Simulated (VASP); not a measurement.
Here is a VASP 6.6.1 calculation.

The input INCAR:

```
SYSTEM = SnO2
PREC = Accurate
ENCUT = 520
EDIFF = 1E-6
ISMEAR = -1
SIGMA = 0.05
LREAL = .FALSE.
LASPH = .TRUE.
NELM = 100
ALGO = Normal
ISIF = 2
LWAVE = .FALSE.
LCHARG = .FALSE.
GGA = PS
NBANDS = 64
```

KPOINTS

```
regular mesh
0
G
  5 5 5
  0 0 0
```

POSCAR

```
SnO2
1.0
   -3.2488970000      3.4144700000      3.4140210000
    3.2488970000     -3.4144700000      3.4140210000
    3.2488970000      3.4144700000     -3.4140210000
Sn O
4 8
Direct
    0.5000000000      0.0000000000      0.0000000000
    0.5000000000      0.5000000000      0.5000000000
    0.0035990000      0.7535990000      0.2500000000
    0.9964010000      0.2464010000      0.7500000000
    0.8064960000      0.8037740000      0.4972780000
    0.8064960000      0.3092180000      0.0027220000
    0.3024350000      0.2459400000      0.0564950000
    0.6894450000      0.2459400000      0.4435050000
    0.3105550000      0.7540600000      0.5564950000
    0.1935040000      0.6907820000      0.9972780000
    0.6975650000      0.7540600000      0.9435050000
    0.1935040000      0.1962260000      0.5027220000
```

Potentials or basis: VASP PAW PBE potentials, release 64 (Sn_d, O).

The run is started by

```sh
$ cat potpaw_PBE.64/Sn_d/POTCAR potpaw_PBE.64/O/POTCAR > POTCAR
$ mpirun -np 1 vasp_std > vasp.out
```

(1) Estimate the pressure.

(2) What does it give for the largest force?

(3) What does it give for the band gap on the k mesh?

Results:

(1) -6.0 GPa.

(2) 0.084 eV/Å.

(3) 0.53 eV.

Caveat: the cell stands under tension; semilocal functionals underestimate gaps, and a narrow one can read as zero; the PAW data sets were made with another functional, which shifts forces and pressure a little; spin-orbit coupling is left out, which moves the levels of the heavy elements.
